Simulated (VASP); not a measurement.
A run of VASP 6.6.1 is set up as follows.

Contents of POSCAR:

```
CaO
1.0
    0.0000000000      2.4490000000      2.6449200000
    2.4490000000      0.0000000000      2.6449200000
    2.4490000000      2.4490000000      0.0000000000
Ca O
1 1
Direct
    0.0000000000      0.0000000000      0.0000000000
    0.5000000000      0.5000000000      0.5000000000
```

File INCAR.step1:

```
SYSTEM = CaO
PREC = Accurate
ENCUT = 520
ISMEAR = 0
SIGMA = 0.05
LREAL = .FALSE.
LASPH = .TRUE.
NELM = 100
NBANDS = 15
GGA = PE
ALGO = Normal
EDIFF = 1E-4
LWAVE = .TRUE.
LCHARG = .FALSE.
```

Contents of INCAR.step2:

```
SYSTEM = CaO
PREC = Accurate
ENCUT = 520
EDIFF = 1E-6
ISMEAR = 0
SIGMA = 0.05
LREAL = .FALSE.
LASPH = .TRUE.
NELM = 100
ALGO = Normal
ISIF = 2
LWAVE = .FALSE.
LCHARG = .FALSE.
METAGGA = R2SCAN
LMIXTAU = .TRUE.
NBANDS = 15
ISTART = 1
```

The input KPOINTS:

```
Automatic mesh
0
G
  8 8 8
  0 0 0
```

Potentials or basis: VASP PAW PBE potentials, release 64 (Ca_sv, O).

Command:

```console
$ cat potpaw_PBE.64/Ca_sv/POTCAR potpaw_PBE.64/O/POTCAR > POTCAR
$ cp INCAR.step1 INCAR
$ mpirun -np 1 vasp_std > vasp.out
$ cp INCAR.step2 INCAR
$ mpirun -np 1 vasp_std > vasp.out
```

Question: Predict the band gap on the k mesh.

Answer: 4.11 eV, indirect (least direct gap 4.23 eV).

Question: Predict the pressure.

Answer: -10.6 GPa.

Stress tensor (GPa, compression positive):
```
 -8.98   0.00   0.00
  0.00  -8.98   0.00
  0.00   0.00 -13.80
```

Caveat: the cell differs from its parent crystal (strain +0.000 along x and y, +0.080 along z); the PAW data sets were made with another functional, which shifts forces and pressure a little. A k mesh can miss the band edges.
